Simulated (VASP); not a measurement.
A run of VASP 6.6.1:

POSCAR

```
ZrS2
1.0
    3.6743990850      0.0000000000      0.0000000000
   -1.8371995425      3.1821229513      0.0000000000
    0.0000000000      0.0000000000      5.6811505859
Zr S
1 2
Direct
    0.0000000000      0.0000000000      0.0000000000
    0.3333333333      0.6666666667      0.2527282707
    0.6666666667      0.3333333333      0.7472717293
```

File INCAR.step1:

```
SYSTEM = ZrS2
PREC = Accurate
ENCUT = 550
ISMEAR = -1
SIGMA = 0.02
LREAL = .False.
LASPH = .True.
NELM = 200
LNONCOLLINEAR = .True.
MAGMOM = 0 0 0 0 0 0 0 0 0
LSORBIT = .True.
GGA_COMPAT = .False.
LMAXMIX = 4
NBANDS = 37
GGA = PE
ALGO = Normal
EDIFF = 1E-5
LWAVE = .True.
LCHARG = .False.
```

INCAR.step2

```
SYSTEM = ZrS2
PREC = Accurate
ENCUT = 550
EDIFF = 1E-6
ISMEAR = -1
SIGMA = 0.02
LREAL = .False.
LASPH = .True.
NELM = 200
ALGO = Normal
ISIF = 2
LWAVE = .False.
LCHARG = .False.
LNONCOLLINEAR = .True.
MAGMOM = 0 0 0 0 0 0 0 0 0
LORBIT = 11
LSORBIT = .True.
GGA_COMPAT = .False.
LORBMOM = .True.
LMAXMIX = 4
METAGGA = R2SCAN
LMIXTAU = .True.
NBANDS = 37
ISTART = 1
```

KPOINTS

```
regular mesh
0
Gamma
  12 12 4
  0 0 0
```

Potentials or basis: VASP PAW PBE potentials, release 64 (Zr_sv, S).

Run with:

```bash
$ cat potpaw_PBE.64/Zr_sv/POTCAR potpaw_PBE.64/S/POTCAR > POTCAR
$ cp INCAR.step1 INCAR
$ mpirun -np 1 vasp_ncl > vasp.out
$ cp INCAR.step2 INCAR
$ mpirun -np 1 vasp_ncl > vasp.out
```

Hardware: 1 thread of Intel(R) Xeon(R) Platinum 8259CL CPU @ 2.50GHz (Skylake/Cascade Lake) (shared host).

**Question.** How long does it take, and how much memory?

**Answer.** Run time: 24 min on 1 thread of Intel(R) Xeon(R) Platinum 8259CL CPU @ 2.50GHz (Skylake/Cascade Lake), with other jobs on the host, peak memory 0.56 GiB. Counts: k points 69.
